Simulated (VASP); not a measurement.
Set up this calculation in VASP 6.6.1, as the native input.

| Quantity | Value |
| --- | --- |
| Task | single point |
| Functional | PBEsol |
| Potentials or basis | VASP PAW PBE potentials, release 64 (Sn_d, Se) |
| Cutoff | 520 eV |
| k mesh | 8 × 8 × 8 |
| Occupations | gaussian, width 0.05 eV |
| Spin | no spin polarisation |
| Dipole correction | no |
| Further INCAR settings | ALGO = Normal; EDIFF = 1e-07; NBANDS = 17 |

The structure of SnSe lies in POSCAR:

```
SnSe
1.0
    0.0000000000      3.0100000000      3.0100000000
    3.0100000000      0.0000000000      3.0100000000
    3.0100000000      3.0100000000      0.0000000000
Sn Se
1 1
Direct
    0.0000000000      0.0000000000     -0.0234919196
    0.5000000000      0.5000000000      0.5000000000
```

This cell differs from its parent crystal: atom 1 (Sn) moved by (-0.100, +0.000) A along [1 1 0] and z.

The input as run:

INCAR

```
SYSTEM = SnSe
PREC = Accurate ; ENCUT = 520
EDIFF = 1E-7 ; ISMEAR = 0
SIGMA = 0.05 ; LREAL = .FALSE.
LASPH = .TRUE. ; NELM = 100
ALGO = Normal ; ISIF = 2
LWAVE = .FALSE. ; LCHARG = .FALSE.
GGA = PS ; NBANDS = 17
```

KPOINTS

```
regular mesh
0
G
  8 8 8
  0 0 0
```

Potentials or basis: VASP PAW PBE potentials, release 64 (Sn_d, Se).

Run with:

```console
$ cat potpaw_PBE.64/Sn_d/POTCAR potpaw_PBE.64/Se/POTCAR > POTCAR
$ mpirun -np 1 vasp_std > vasp.out
```

Results of the run:

* Pressure: -1.8 GPa
* Largest force: 0.010 eV/Å
* Band gap on the k mesh: 0.63 eV, direct

Caveat: the cell differs from its parent crystal (atom 1 (Sn) moved by (-0.100, +0.000) A along [1 1 0] and z); the PAW data sets were made with another functional, which shifts forces and pressure a little; spin-orbit coupling is left out, which moves the levels of the heavy elements.

Wall time 44 s on 1 thread of Intel(R) Xeon(R) Platinum 8375C CPU @ 2.90GHz (Ice Lake) (shared host), peak memory 0.23 GiB.
